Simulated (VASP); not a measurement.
# TiC (Fm-3m) in VASP: further runs

TiC is run at these levels: PBE; tasks: single point, relaxation of the atoms.

Everything below comes from runs of VASP 6.6.1. Logs are shortened: lines on timing, memory, paths and dates and some standing lists are left out, and cuts for length are marked.

### 1 The cell of the first run

The structure is cubic, space group Fm-3m (No. 225). Conventional cell: a = 4.319 Å, b = 4.319 Å, c = 4.319 Å, α = 90.00°, β = 90.00°, γ = 90.00°. Within 2.9 Å of Ti (site symmetry m-3m) lie 6 C at 2.16 Å. Within 2.9 Å of C (site symmetry m-3m) lie 6 Ti at 2.16 Å.

### 2 Single point, PBE

INCAR

```
SYSTEM = TiC
ALGO = Normal
EDIFF = 1E-6
ENCUT = 520
GGA = PE
ISIF = 2
ISMEAR = -1
LASPH = .TRUE.
LCHARG = .FALSE.
LREAL = .FALSE.
LWAVE = .FALSE.
NBANDS = 15
NELM = 60
PREC = Accurate
SIGMA = 0.02
```

KPOINTS

```
k-points
0
G
  11 11 11
  0 0 0
```

POSCAR

```
TiC
1.0
    0.0000000000      2.1593000000      2.1593000000
    2.1593000000      0.0000000000      2.1593000000
    2.1593000000      2.1593000000      0.0000000000
Ti C
1 1
Direct
    0.0000000000      0.0000000000      0.0000000000
    0.5000000000      0.5000000000      0.5000000000
```

Potentials or basis: VASP PAW PBE potentials, release 64 (Ti_sv, C).

Started as:

```
cat potpaw_PBE.64/Ti_sv/POTCAR potpaw_PBE.64/C/POTCAR > POTCAR
mpirun -np 1 vasp_std > vasp.out
```

OUTCAR:

```text
SYSTEM = TiC
   EDIFF = 1E-6
   ENCUT = 520
   GGA = PE
   ISIF = 2
   ISMEAR = -1
   LASPH = .TRUE.
   LREAL = .FALSE.
   NELM = 60
   PREC = Accurate

 ion  position               nearest neighbor table
   1  0.000  0.000  0.000-   2 2.16   2 2.16   2 2.16   2 2.16   2 2.16   2 2.16
   2  0.500  0.500  0.500-   1 2.16   1 2.16   1 2.16   1 2.16   1 2.16   1 2.16

  LATTYP: Found a face centered cubic cell.
 ALAT       =     4.3186000000

  Lattice vectors:

 A1 = (   0.0000000000,   2.1593000000,   2.1593000000)
 A2 = (   2.1593000000,   0.0000000000,   2.1593000000)
 A3 = (   2.1593000000,   2.1593000000,   0.0000000000)

Analysis of symmetry for initial positions (statically):
=====================================================================
 Subroutine PRICEL returns:
 Original cell was already a primitive cell.

 Routine SETGRP: Setting up the symmetry group for a
 face centered cubic supercell.

 Subroutine GETGRP returns: Found 48 space group operations
 (whereof 48 operations were pure point group operations)
 out of a pool of 48 trial point group operations.

The static configuration has the point symmetry O_h .

Analysis of symmetry for dynamics (positions and initial velocities):
=====================================================================
 Subroutine PRICEL returns:
 Original cell was already a primitive cell.

 Routine SETGRP: Setting up the symmetry group for a
 face centered cubic supercell.

 Subroutine GETGRP returns: Found 48 space group operations
 (whereof 48 operations were pure point group operations)
 out of a pool of 48 trial point group operations.

The dynamic configuration has the point symmetry O_h .

 Subroutine INISYM returns: Found 48 space group operations
 (whereof 48 operations are pure point group operations),
 and found     1 'primitive' translations

----------------------------------------------------------------------------------------

                                     Primitive cell

  volume of cell :      20.1358

  direct lattice vectors                    reciprocal lattice vectors
     0.000000000  2.159300000  2.159300000    -0.231556523  0.231556523  0.231556523
     2.159300000  0.000000000  2.159300000     0.231556523 -0.231556523  0.231556523
     2.159300000  2.159300000  0.000000000     0.231556523  0.231556523 -0.231556523

  length of vectors
     3.053711345  3.053711345  3.053711345     0.401067663  0.401067663  0.401067663

  position of ions in fractional coordinates (direct lattice)
     0.000000000  0.000000000  0.000000000
     0.500000000  0.500000000  0.500000000

  ion indices of the primitive-cell ions
   primitive index   ion index
                 1           1
                 2           2

----------------------------------------------------------------------------------------

 KPOINTS: k-points

Automatic generation of k-mesh.
 Grid dimensions read from file:
 generate k-points for:   11   11   11

 Generating k-lattice:

  Cartesian coordinates                     Fractional coordinates (reciprocal lattice)
    -0.021050593  0.021050593  0.021050593     0.090909091  0.000000000  0.000000000
     0.021050593 -0.021050593  0.021050593     0.000000000  0.090909091  0.000000000
     0.021050593  0.021050593 -0.021050593     0.000000000  0.000000000  0.090909091

  Length of vectors
     0.036460697  0.036460697  0.036460697

  Shift w.r.t. Gamma in fractional coordinates (k-lattice)
     0.000000000  0.000000000  0.000000000

 Subroutine IBZKPT returns following result:
 ===========================================

 Found     56 irreducible k-points:

 Following reciprocal coordinates:
            Coordinates               Weight
  0.000000  0.000000  0.000000      1.000000
  0.090909  0.000000  0.000000      8.000000
  0.181818  0.000000  0.000000      8.000000
  0.272727  0.000000  0.000000      8.000000
  0.363636  0.000000  0.000000      8.000000
  0.454545  0.000000  0.000000      8.000000
[... 16 lines left out ...]
 -0.272727  0.181818  0.000000     24.000000
 -0.181818  0.181818  0.000000     12.000000
 [... further k-points ...]
   k-points           NKPTS =     56   k-points in BZ     NKDIM =     56   number of bands    NBANDS=     15
   number of dos      NEDOS =    301   number of ions     NIONS =      2
   total plane-waves  NPLWV =  13824
   dimension x,y,z NGX =    24 NGY =   24 NGZ =   24
   dimension x,y,z NGXF=    48 NGYF=   48 NGZF=   48
   ions per type =               1   1
   NGX,Y,Z   is equivalent  to a cutoff of  13.07, 13.07, 13.07 a.u.
   NGXF,Y,Z  is equivalent  to a cutoff of  26.13, 26.13, 26.13 a.u.
 SYSTEM =  TiC
   PREC   = accura    normal or accurate (medium, high low for compatibility)
   ISTART =      0    job   : 0-new  1-cont  2-samecut
   ICHARG =      2    charge: 1-file 2-atom 10-const
   ISPIN  =      1    spin polarized calculation?
   LNONCOLLINEAR =      F non collinear calculations
   LSORBIT =      F    spin-orbit coupling
   LASPH  =      T    aspherical Exc in radial PAW
   ENCUT  =  520.0 eV  38.22 Ry    6.18 a.u.   5.68  5.68  5.68*2*pi/ulx,y,z
   NELM   =     60;   NELMIN=  2; NELMDL= -5     # of ELM steps
   EDIFF  = 0.1E-05   stopping-criterion for ELM
   LREAL  =      F    real-space projection
   EDIFFG = 0.1E-04   stopping-criterion for IOM
   NSW    =      0    number of steps for IOM
   IBRION =     -1    ionic relax: 0-MD 1-quasi-New 2-CG
   NFREE  =      0    steps in history (QN), initial steepest desc. (CG)
   ISIF   =      2    stress and relaxation
   ISYM   =      2    0-nonsym 1-usesym 2-fastsym
   POTIM  = 0.5000    time-step for ionic-motion
   TEBEG  =    0.0;   TEEND  =   0.0 temperature during run
   PSTRESS=    0.0 pullay stress
   NELECT =      16.0000    total number of electrons
   NUPDOWN=      -1.0000    fix difference up-down
   EMIN   =  10.00;   EMAX   =-10.00  energy-range for DOS
   EFERMI =   0.00;   METHOD = LEGACY
   ISMEAR =    -1;   SIGMA  =   0.02  broadening in eV -4-tet -1-fermi 0-gaus
   EFERMI_NEDOS =   21; number of points for ismear=-14 and -15
   IALGO  =     38    algorithm
   IMIX   =      4    mixing-type and parameters
     AMIX     =   0.40;   BMIX     =  1.00
     AMIX_MAG =   1.60;   BMIX_MAG =  1.00
  volume/ion in A,a.u.               =      10.07        67.94
  Fermi-wavevector in a.u.,A,eV,Ry     =   1.516323  2.865436 31.283015  2.299237
  Thomas-Fermi vector in A             =   2.625728
   LORBIT       =      0    0 simple, 1 ext, 2 COOP (PROOUT), +10 PAW based schemes
   GGA     = PE    functional components
   LHFCALC =     F    Hartree Fock is set to
   AEXX    =    0.0000 exact exchange contribution
   IVDW    =     0    specifies the selected vdW correction
   LEPSILON=     F    determine dielectric tensor
   LRPA    =     F    only Hartree local field effects (RPA)
 non-spin polarized calculation
  energy-cutoff  :      520.00
  volume of cell :       20.14
 maximum number of plane-waves:       556
   NGX = 11   NGY = 11   NGZ = 11

 number of electron      16.0000002 magnetization

 Free energy of the ion-electron system (eV)
  ---------------------------------------------------
  ext. energy  EPLUGINS =         0.00000000
  ---------------------------------------------------
  free energy    TOTEN  =       -18.70728999 eV

  energy without entropy =      -18.70665143  energy(sigma->0) =      -18.70697071

 E-fermi :   9.6386     XC(G=0): -12.7443

 val. band max:        9.4518236852   @ k =   0.4545   0.4545   0.0000
 cond. band min:       9.6711960643   @ k =   0.0909   0.0000   0.0000
 fundamental gap:      0.2193723792
 Fermi energy:         9.6385648533

 k-point     1 :       0.0000    0.0000    0.0000
  band No.  band energies     occupation
      1     -47.0483      2.00000
      2     -23.0676      2.00000
      3     -23.0676      2.00000
      4     -23.0676      2.00000
      5      -2.9211      2.00000
      6      10.2127      0.00000
      7      10.2127      0.00000
      8      10.2127      0.00000
      9      11.2066      0.00000
     10      11.2066      0.00000
     11      11.2066      0.00000
     12      11.2476      0.00000
     13      11.2476      0.00000
     14      20.1314      0.00000
     15      23.5855      0.00000

 k-point     2 :       0.0909    0.0000    0.0000
  band No.  band energies     occupation
      1     -47.0423      2.00000
      2     -23.1098      2.00000
      3     -23.0715      2.00000
      4     -23.0715      2.00000
      5      -2.7329      2.00000
      6       9.3921      1.99999
      7       9.6712      0.32723
      8       9.6712      0.32722
      9      10.5424      0.00000
     10      10.5424      0.00000
     11      11.6072      0.00000
     12      12.7271      0.00000
     13      12.7271      0.00000
     14      20.4519      0.00000
     15      23.6506      0.00000

 k-point     3 :       0.1818    0.0000    0.0000
  band No.  band energies     occupation
      1     -47.0263      2.00000
      2     -23.2216      2.00000
      3     -23.0821      2.00000
      4     -23.0821      2.00000
      5      -2.1932      2.00000
      6       7.9450      2.00000
      7       8.5271      2.00000
      8       8.5271      2.00000
      9      10.8900      0.00000
     10      10.8900      0.00000
     11      12.0496      0.00000
     12      14.2918      0.00000
     13      14.2918      0.00000
     14      20.9662      0.00000
     15      23.6498      0.00000
[... 343 lines left out ...]
 k-point    23 :      -0.2727    0.1818    0.0000
  band No.  band energies     occupation
      1     -46.9801      2.00000
      2     -23.4318      2.00000
      3     -23.2181      2.00000
      4     -23.1064      2.00000
      5      -0.4338      2.00000
      6       5.2653      2.00000
      7       6.9628      2.00000
      8       7.0174      2.00000
      9      11.5504      0.00000
     10      12.5118      0.00000
     11      13.3289      0.00000
     12      14.7002      0.00000
     13      17.5079      0.00000
     14      20.6611      0.00000
     15      23.2107      0.00000

 k-point    24 :      -0.1818    0.1818    0.0000
  band No.  band energies     occupation
      1     -46.9980      2.00000
      2     -23.3483      2.00000
      3     -23.1780      2.00000
      4     -23.0878      2.00000
      5      -1.1829      2.00000
      6       6.2499      2.00000
      7       7.3315      2.00000
      8       7.5677      2.00000
      9      11.0767      0.00000
     10      12.1981      0.00000
     11      13.1207      0.00000
     12      13.9296      0.00000
     13      16.8399      0.00000
     14      21.4001      0.00000
     15      23.0800      0.00000

 [... further k-points ...]

------------------------ aborting loop because EDIFF is reached ----------------------------------------

  FORCE on cell =-STRESS in cart. coord.  units (eV):
  Direction    XX          YY          ZZ          XY          YZ          ZX
  --------------------------------------------------------------------------------------
  -------------------------------------------------------------------------------------
  Total        0.3508028      0.3508028      0.3508028      0.0000000      0.0000000     -0.0000000
  in kB       27.9128812     27.9128812     27.9128812      0.0000000      0.0000000     -0.0000000
  external PRESSURE =      27.9128812 kB  Pullay stress =       0.0000000 kB

 VOLUME and BASIS-vectors are now :
 -----------------------------------------------------------------------------
  energy-cutoff  :      520.00
  volume of cell :       20.14
      direct lattice vectors                 reciprocal lattice vectors
     0.000000000  2.159300000  2.159300000    -0.231556523  0.231556523  0.231556523
     2.159300000  0.000000000  2.159300000     0.231556523 -0.231556523  0.231556523
     2.159300000  2.159300000  0.000000000     0.231556523  0.231556523 -0.231556523

 POSITION                                       TOTAL-FORCE (eV/Angst)
 -----------------------------------------------------------------------------------
      0.00000      0.00000      0.00000         0.000000     -0.000000      0.000000
      2.15930      2.15930      2.15930        -0.000000      0.000000     -0.000000
 -----------------------------------------------------------------------------------
    total drift:                                0.000000     -0.000000     -0.000000

  FREE ENERGIE OF THE ION-ELECTRON SYSTEM (eV)
  ---------------------------------------------------
  free  energy   TOTEN  =       -18.7072899876 eV

  energy  without entropy=      -18.7066514348  energy(sigma->0) =      -18.70697071
```

It took 16 s on 1 thread of AMD EPYC 7R43 (Zen 3), shared host; peak memory 0.11 GiB.

What came out:

| Property | Result |
| --- | --- |
| Free energy | -18.7073 eV |
| Pressure | 2.8 GPa |
| Band gap on the k mesh | zero (band 8 reaches 10.21 eV, above the bottom of band 9 at 9.11 eV) |

Levels at points of the mesh, in eV from the Fermi level:
```
           k point  band 4  band 5  band 6  band 7  band 8  band 9  band 10  band 11  band 12  band 13
(0.00, 0.00, 0.00)  -32.71  -12.56    0.57    0.57    0.57    1.57     1.57     1.57     1.61     1.61
```

[end of part 1 of 2]
